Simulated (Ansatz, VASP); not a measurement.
# MnO in VASP and in Ansatz

File INCAR:

```
SYSTEM = MnO
PREC = Accurate
ENCUT = 520
EDIFF = 1E-7
ISMEAR = 0
SIGMA = 0.05
LREAL = .False.
LASPH = .True.
NELM = 150
ALGO = Normal
ISIF = 2
LWAVE = .False.
LCHARG = .True.
ISPIN = 2
MAGMOM = 4.7 0
LORBIT = 11
LMAXMIX = 4
LDAU = .True.
LDAUTYPE = 2
LDAUL = 2 -1
LDAUU = 3.9 0
LDAUJ = 0 0
LDAUPRINT = 1
GGA = RP
IVDW = 13
LELF = .True.
LVHAR = .True.
NBANDS = 20
```

KPOINTS

```
regular mesh
0
Gamma
  10 10 10
  0 0 0
```

Contents of POSCAR:

```
MnO
1.0
    0.0000000000      2.2220003343      2.2220003343
    2.2220003343      0.0000000000      2.2220003343
    2.2220003343      2.2220003343      0.0000000000
Mn O
1 1
Direct
    0.0000000000      0.0000000000      0.0000000000
    0.5000000000      0.5000000000      0.5000000000
```

Input for Ansatz:

```yaml
crystal:
  lattice:
    - [0.0, 2.2220003343, 2.2220003343]
    - [2.2220003343, 0.0, 2.2220003343]
    - [2.2220003343, 2.2220003343, 0.0]
  atoms:
    - { symbol: Mn, position: [0.0, 0.0, 0.0], spin: 4.7 }
    - { symbol: O, position: [0.5, 0.5, 0.5] }
basis:
  ecutwfc: 420
  ecutrho_ratio: 4
kpoints:
  mp_grid: { grid: [10, 10, 10] }
hamiltonian:
  xc: rpbe
  dispersion: d4
  hubbard: { sites: [{ species: Mn, l: d, u_eff: 3.9 }] }
scf:
  occupations: { method: gaussian, width: 0.05 }
  lower_state_search: "off"
output:
  forces: true
  stress: true
  eigenvalues: true
  populations: true
  hubbard: { sites: [{ species: Mn, l: d }] }
magnetization:
  spin_polarized: true
checkpoint:
  read: start.run
  write: ck
  compress: false
  write_wavefunctions: false
  write_every: 100000
```

Alike in both runs: task single point; functional RPBE; dispersion D4; k mesh 10 × 10 × 10; occupations gaussian, width 0.05 eV; collinear spin; Hubbard terms Mn d U = 3.9 eV.

```csv
,VASP,Ansatz
version,VASP 6.6.1,Ansatz 0.2.0
potentials or method,"VASP PAW PBE potentials, release 64 (Mn_pv, O), cutoff 520 eV","scalar-relativistic, plane waves, PAW"
valence electrons in the cell,19,21
```

VASP gave:

* gap on the k mesh at the Fermi level (eV): 0.25
* least direct gap on the mesh (eV): 2.73
* pressure (GPa): 6.1
* net moment per atom (μB): 2.50
* size of the moment on the site where the two differ most (μB): 4.63

Task: What did Ansatz give for the same quantities?

Result: gap on the k mesh at the Fermi level (eV): 0.16; least direct gap on the mesh (eV): 2.62; pressure (GPa): 7.7; net moment per atom (μB): 2.50; size of the moment on the site where the two differ most (μB): 4.29.

VASP's potentials were made for PBE, not for RPBE. Site moments also hang on the region over which each program counts them. The programs project onto different local orbitals, so the same U acts differently, and such runs can settle in different states. VASP's potentials hold 19 valence electrons a cell and Ansatz's 21, so a difference there can come from the potentials and not from the codes. Ansatz's warnings: dispersion switch in reach.
